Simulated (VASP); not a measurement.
# Cu (C2/m) in VASP: single point with LDA

Aim: the single point of Cu with LDA.

Program: VASP 6.6.1. These are calculated values, not measurements. Logs are shortened: lines on timing, memory, paths and dates and some standing lists are left out, and cuts for length are marked.

**1. The cell of the first run**

Symmetry: C2/m, No. 12, monoclinic system. Conventional cell: a = 4.310 Å, b = 2.488 Å, c = 4.064 Å, α = 90.00°, β = 90.00°, γ = 90.00°. Cu (site symmetry m) has 14 Cu at 2.32 to 3.38 Å within 3.4 Å.

**2. Single point, LDA (atoms displaced along several vibrational modes)**

INCAR

```
SYSTEM = Cu
PREC = Accurate
ENCUT = 520
EDIFF = 1E-7
ISMEAR = 0
SIGMA = 0.15
LREAL = .FALSE.
LASPH = .TRUE.
NELM = 100
ALGO = Fast
ISIF = 2
LWAVE = .FALSE.
LCHARG = .FALSE.
GGA = CA
NBANDS = 18
```

KPOINTS

```
Automatic mesh
0
G
  21 21 12
  0 0 0
```

POSCAR

```
Cu
1.0
    2.4883286535      0.0000000000      0.0000000000
   -1.2441643268      2.1549558269      0.0000000000
    0.0000000000      0.0000000000      4.0637143877
Cu
2
Direct
    0.3013141155      0.6026282310      0.2340047814
    0.6986858845      0.3973717690      0.7659952186
```

Potentials or basis: VASP PAW LDA potentials, release 64 (Cu).

Started as:

```console
$ cat potpaw_LDA.64/Cu/POTCAR > POTCAR
$ mpirun -np 1 vasp_std > vasp.out
```

OUTCAR:

```text
SYSTEM = Cu
   PREC = Accurate
   ENCUT = 520
   EDIFF = 1E-7
   ISMEAR = 0
   LREAL = .FALSE.
   LASPH = .TRUE.
   NELM = 100
   ISIF = 2
   GGA = CA

 ion  position               nearest neighbor table
   1  0.301  0.603  0.234-   2 2.32   2 2.32   2 2.53   2 2.53   2 2.56   2 2.76
   2  0.699  0.397  0.766-   1 2.32   1 2.32   1 2.53   1 2.53   1 2.56   1 2.76

  LATTYP: Found a hexagonal cell.
 ALAT       =     2.4883286535
 C/A-ratio  =     1.6331099921

  Lattice vectors:

 A1 = (   2.4883286535,   0.0000000000,   0.0000000000)
 A2 = (  -1.2441643268,   2.1549558269,   0.0000000000)
 A3 = (   0.0000000000,   0.0000000000,   4.0637143877)

Analysis of symmetry for initial positions (statically):
=====================================================================
 Subroutine PRICEL returns:
 Original cell was already a primitive cell.

 Routine SETGRP: Setting up the symmetry group for a
 hexagonal supercell.

 Subroutine GETGRP returns: Found  4 space group operations
 (whereof  4 operations were pure point group operations)
 out of a pool of 24 trial point group operations.

The static configuration has the point symmetry C_2h.

Analysis of symmetry for dynamics (positions and initial velocities):
=====================================================================
 Subroutine PRICEL returns:
 Original cell was already a primitive cell.

 Routine SETGRP: Setting up the symmetry group for a
 hexagonal supercell.

 Subroutine GETGRP returns: Found  4 space group operations
 (whereof  4 operations were pure point group operations)
 out of a pool of 24 trial point group operations.

The dynamic configuration has the point symmetry C_2h.

 Subroutine INISYM returns: Found  4 space group operations
 (whereof  4 operations are pure point group operations),
 and found     1 'primitive' translations

----------------------------------------------------------------------------------------

                                     Primitive cell

  volume of cell :      21.7906

  direct lattice vectors                    reciprocal lattice vectors
     2.488328653  0.000000000  0.000000000     0.401876174  0.232023317  0.000000000
    -1.244164327  2.154955827  0.000000000     0.000000000  0.464046635  0.000000000
     0.000000000  0.000000000  4.063714388     0.000000000  0.000000000  0.246080286

  length of vectors
     2.488328653  2.488328654  4.063714388     0.464046635  0.464046635  0.246080286

  position of ions in fractional coordinates (direct lattice)
     0.301314115  0.602628231  0.234004781
     0.698685885  0.397371769  0.765995219

  ion indices of the primitive-cell ions
   primitive index   ion index
                 1           1
                 2           2

----------------------------------------------------------------------------------------

 KPOINTS: Automatic mesh

Automatic generation of k-mesh.
 Grid dimensions read from file:
 generate k-points for:   21   21   12

 Generating k-lattice:

  Cartesian coordinates                     Fractional coordinates (reciprocal lattice)
     0.019136961  0.011048729  0.000000000     0.047619048  0.000000000  0.000000000
     0.000000000  0.022097459  0.000000000     0.000000000  0.047619048  0.000000000
     0.000000000  0.000000000  0.020506691     0.000000000  0.000000000  0.083333333

  Length of vectors
     0.022097459  0.022097459  0.020506691

  Shift w.r.t. Gamma in fractional coordinates (k-lattice)
     0.000000000  0.000000000  0.000000000

 Subroutine IBZKPT returns following result:
 ===========================================

 Found   1397 irreducible k-points:

 Following reciprocal coordinates:
            Coordinates               Weight
  0.000000  0.000000  0.000000      1.000000
  0.047619  0.000000  0.000000      4.000000
  0.000000  0.047619  0.000000      2.000000
  0.095238  0.000000  0.000000      4.000000
  0.000000  0.095238  0.000000      2.000000
  0.142857 -0.000000  0.000000      4.000000
[... 16 lines left out ...]
 -0.095238  0.047619  0.000000      2.000000
  0.095238  0.047619  0.000000      4.000000
 [... further k-points ...]
   k-points           NKPTS =   1397   k-points in BZ     NKDIM =   1397   number of bands    NBANDS=     18
   number of dos      NEDOS =    301   number of ions     NIONS =      2
   total plane-waves  NPLWV =  12000
   dimension x,y,z NGX =    20 NGY =   20 NGZ =   30
   dimension x,y,z NGXF=    40 NGYF=   40 NGZF=   60
   ions per type =               2
   NGX,Y,Z   is equivalent  to a cutoff of  13.36, 13.36, 12.27 a.u.
   NGXF,Y,Z  is equivalent  to a cutoff of  26.72, 26.72, 24.55 a.u.
 SYSTEM =  Cu
   PREC   = accura    normal or accurate (medium, high low for compatibility)
   ISTART =      0    job   : 0-new  1-cont  2-samecut
   ICHARG =      2    charge: 1-file 2-atom 10-const
   ISPIN  =      1    spin polarized calculation?
   LNONCOLLINEAR =      F non collinear calculations
   LSORBIT =      F    spin-orbit coupling
   LASPH  =      T    aspherical Exc in radial PAW
   ENCUT  =  520.0 eV  38.22 Ry    6.18 a.u.   4.63  4.63  7.56*2*pi/ulx,y,z
   NELM   =    100;   NELMIN=  2; NELMDL= -5     # of ELM steps
   EDIFF  = 0.1E-06   stopping-criterion for ELM
   LREAL  =      F    real-space projection
   EDIFFG = 0.1E-05   stopping-criterion for IOM
   NSW    =      0    number of steps for IOM
   IBRION =     -1    ionic relax: 0-MD 1-quasi-New 2-CG
   NFREE  =      0    steps in history (QN), initial steepest desc. (CG)
   ISIF   =      2    stress and relaxation
   ISYM   =      2    0-nonsym 1-usesym 2-fastsym
   POTIM  = 0.5000    time-step for ionic-motion
   TEBEG  =    0.0;   TEEND  =   0.0 temperature during run
   PSTRESS=    0.0 pullay stress
   NELECT =      22.0000    total number of electrons
   NUPDOWN=      -1.0000    fix difference up-down
   EMIN   =  10.00;   EMAX   =-10.00  energy-range for DOS
   EFERMI =   0.00;   METHOD = LEGACY
   ISMEAR =     0;   SIGMA  =   0.15  broadening in eV -4-tet -1-fermi 0-gaus
   EFERMI_NEDOS =   21; number of points for ismear=-14 and -15
   IALGO  =     68    algorithm
   IMIX   =      4    mixing-type and parameters
     AMIX     =   0.40;   BMIX     =  1.00
     AMIX_MAG =   1.60;   BMIX_MAG =  1.00
  volume/ion in A,a.u.               =      10.90        73.53
  Fermi-wavevector in a.u.,A,eV,Ry     =   1.642326  3.103546 36.698093  2.697234
  Thomas-Fermi vector in A             =   2.732647
   LORBIT       =      0    0 simple, 1 ext, 2 COOP (PROOUT), +10 PAW based schemes
   GGA     = CA    functional components
   LHFCALC =     F    Hartree Fock is set to
   AEXX    =    0.0000 exact exchange contribution
   IVDW    =     0    specifies the selected vdW correction
   LEPSILON=     F    determine dielectric tensor
   LRPA    =     F    only Hartree local field effects (RPA)
 non-spin polarized calculation
 RMM-DIIS sequential band-by-band and
 Gauss-broadening in eV      SIGMA  =   0.15
  energy-cutoff  :      520.00
  volume of cell :       21.79
 maximum number of plane-waves:       602
   NGX =  9   NGY =  9   NGZ = 15

 number of electron      21.9999999 magnetization

 Free energy of the ion-electron system (eV)
  ---------------------------------------------------
  ext. energy  EPLUGINS =         0.00000000
  ---------------------------------------------------
  free energy    TOTEN  =        -9.27569697 eV

  energy without entropy =       -9.26971609  energy(sigma->0) =       -9.27270653

 E-fermi :   8.4388     XC(G=0): -13.5674

 val. band max:        8.4374078288   @ k =  -0.1905  -0.4762   0.0833
 cond. band min:       8.4408865490   @ k =   0.2381  -0.1905   0.2500
 fundamental gap:      0.0034787201
 Fermi energy:         8.4387997821

 k-point     1 :       0.0000    0.0000    0.0000
  band No.  band energies     occupation
      1      -1.5946      2.00000
      2       2.7576      2.00000
      3       4.7872      2.00000
      4       5.0177      2.00000
      5       5.2082      2.00000
      6       5.2426      2.00000
[... 10 lines left out ...]
     17      32.7232      0.00000
     18      33.4736      0.00000

 k-point     2 :       0.0476    0.0000    0.0000
  band No.  band energies     occupation
      1      -1.5165      2.00000
      2       2.8056      2.00000
      3       4.7828      2.00000
      4       5.0151      2.00000
      5       5.2225      2.00000
      6       5.2303      2.00000
[... 10 lines left out ...]
     17      33.2537      0.00000
     18      33.5874      0.00000

 k-point     3 :       0.0000    0.0476    0.0000
  band No.  band energies     occupation
      1      -1.5172      2.00000
      2       2.8007      2.00000
      3       4.7778      2.00000
      4       5.0480      2.00000
      5       5.1984      2.00000
      6       5.2416      2.00000
[... 10 lines left out ...]
     17      33.5648      0.00000
     18      34.3060      0.00000

 k-point     4 :       0.0952    0.0000    0.0000
  band No.  band energies     occupation
      1      -1.2841      2.00000
      2       2.9442      2.00000
      3       4.7495      2.00000
      4       5.0052      2.00000
      5       5.1791      2.00000
      6       5.2918      2.00000
[... 375 lines left out ...]
      4       5.0517      2.00000
      5       5.2144      2.00000
      6       5.2365      2.00000
[... 10 lines left out ...]
     17      33.5685      0.00000
     18      33.9196      0.00000

 k-point    23 :      -0.0952    0.0476    0.0000
  band No.  band energies     occupation
      1      -1.3606      2.00000
      2       2.9032      2.00000
      3       4.7679      2.00000
      4       5.0023      2.00000
      5       5.1860      2.00000
      6       5.2754      2.00000
[... 10 lines left out ...]
     17      32.6539      0.00000
     18      33.6264      0.00000

 k-point    24 :       0.0952    0.0476    0.0000
  band No.  band energies     occupation
      1      -1.0564      2.00000
      2       3.0602      2.00000
      3       4.6918      2.00000
      4       4.9993      2.00000
      5       5.1269      2.00000
      6       5.3321      2.00000
[... 10 lines left out ...]
     17      33.0306      0.00000
     18      34.1680      0.00000

 [... further k-points ...]

------------------------ aborting loop because EDIFF is reached ----------------------------------------

  FORCE on cell =-STRESS in cart. coord.  units (eV):
  Direction    XX          YY          ZZ          XY          YZ          ZX
  --------------------------------------------------------------------------------------
  -------------------------------------------------------------------------------------
  Total        0.8570269     -0.3735804      1.1964930      0.0000000      0.2750307     -0.0000000
  in kB       63.0138132    -27.4678927     87.9734172      0.0000000     20.2219222     -0.0000000
  external PRESSURE =      41.1731125 kB  Pullay stress =       0.0000000 kB

 VOLUME and BASIS-vectors are now :
 -----------------------------------------------------------------------------
  energy-cutoff  :      520.00
  volume of cell :       21.79
      direct lattice vectors                 reciprocal lattice vectors
     2.488328653  0.000000000  0.000000000     0.401876174  0.232023317  0.000000000
    -1.244164327  2.154955827  0.000000000     0.000000000  0.464046635  0.000000000
     0.000000000  0.000000000  4.063714388     0.000000000  0.000000000  0.246080286

 POSITION                                       TOTAL-FORCE (eV/Angst)
 -----------------------------------------------------------------------------------
     -0.00000      1.29864      0.95093        -0.000000      0.286655      1.294788
      1.24416      0.85632      3.11279         0.000000     -0.286655     -1.294788
 -----------------------------------------------------------------------------------
    total drift:                               -0.000000      0.000000     -0.000000

  FREE ENERGIE OF THE ION-ELECTRON SYSTEM (eV)
  ---------------------------------------------------
  free  energy   TOTEN  =        -9.2756969733 eV

  energy  without entropy=       -9.2697160854  energy(sigma->0) =       -9.27270653
```

Run time: 7.7 min. Hardware: 1 thread of Intel Xeon Platinum 8488C (Sapphire Rapids), shared host; peak memory 0.5 GiB.

Results:

```yaml
Free_energy: -9.2757 eV
Pressure: 4.1 GPa
Largest_force: 1.326 eV/Å
Band_gap_on_the_k_mesh: zero (bands 11 and 12 overlap by 6.28 eV)
```

Forces in eV/Å, atoms in the order of the input:
```
Cu   0.000  0.287  1.295
Cu   0.000 -0.287 -1.295
```

Caveat: the cell differs from its parent crystal (atoms displaced along several vibrational modes); the stress differs along the axes, from -3 to 9 GPa; forces of over 1 eV/Å act on the atoms, so gaps and moduli don't describe the material at rest.
